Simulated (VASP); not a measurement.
Mo2Se2S: single point with PBE

Mo2Se2S:

```
Mo Se S
1.0
     3.28165    0.00000    0.00000
    -1.64083    2.84199    0.00000
     0.00000    0.00000   10.45354
Mo Se S
2 2 1
Direct
  0.33333 0.66667 0.85075
  0.33333 0.66667 0.14925
  0.00000 0.00000 0.68598
  0.00000 0.00000 0.31402
  0.00000 0.00000 0.00000
```

```
Program                : VASP 6.6.1
Task                   : single point
Functional             : PBE
Potentials or basis    : VASP PAW PBE potentials, release 64 (Mo_sv, Se, S)
Cutoff                 : 500 eV
k mesh                 : 4 × 4 × 2
Occupations            : gaussian, width 0.15 eV
Spin                   : collinear spin, ferromagnetic start
Starting moments       : [1.0, 1.0, 0.0, 0.0, 0.0] μB
Dipole correction      : no
Further INCAR settings : ALGO = Normal; EDIFF = 1e-06; NBANDS = 35
```

The pressure is -0.1 GPa and the largest force is 0.083 eV/Å. The band gap on the k mesh is zero (filled and empty bands overlap), the net moment is 0.00 μB per cell and the valence electrons inside the program's atomic spheres are Mo 12.42; Se 3.84; S 3.69.

Forces in eV/Å, atoms in the order of the input:
```
Mo   0.000  0.000  0.083
Mo   0.000  0.000 -0.083
Se   0.000  0.000 -0.060
Se   0.000  0.000  0.060
S    0.000  0.000  0.000
```

Stress tensor (GPa, compression positive):
```
-0.14  0.00  0.00
 0.00 -0.14  0.00
 0.00  0.00  0.12
```

Levels at points of the mesh, in eV from the Fermi level:
Spin up:
| k point | band 21 | band 22 | band 23 | band 24 | band 25 | band 26 |
| --- | --- | --- | --- | --- | --- | --- |
| (0.00, 0.00, 0.00) | -2.81 | -1.25 | -1.25 | -0.38 | 1.15 | 1.15 |
| (0.50, 0.00, 0.00) | -2.35 | -1.65 | 0.36 | 0.64 | 0.81 | 1.08 |
| (0.00, 0.00, 0.50) | -2.28 | -1.26 | -1.26 | -0.53 | 1.18 | 1.18 |
| (0.50, 0.00, 0.50) | -2.32 | -1.85 | 0.35 | 0.79 | 0.82 | 0.99 |
Spin down:
| k point | band 21 | band 22 | band 23 | band 24 | band 25 | band 26 |
| --- | --- | --- | --- | --- | --- | --- |
| (0.00, 0.00, 0.00) | -2.81 | -1.25 | -1.25 | -0.37 | 1.15 | 1.15 |
| (0.50, 0.00, 0.00) | -2.35 | -1.65 | 0.37 | 0.64 | 0.81 | 1.08 |
| (0.00, 0.00, 0.50) | -2.28 | -1.26 | -1.26 | -0.53 | 1.18 | 1.18 |
| (0.50, 0.00, 0.50) | -2.32 | -1.85 | 0.35 | 0.79 | 0.82 | 0.99 |

Run time: 62 s on 1 thread of Intel Xeon 6975P-C, with other jobs on the host, peak memory 0.25 GiB.

Caveat: the k points lie up to 0.55 Å⁻¹ apart; this functional lacks dispersion, which binds the layers, so the pressure and a relaxed spacing across them are unreliable.
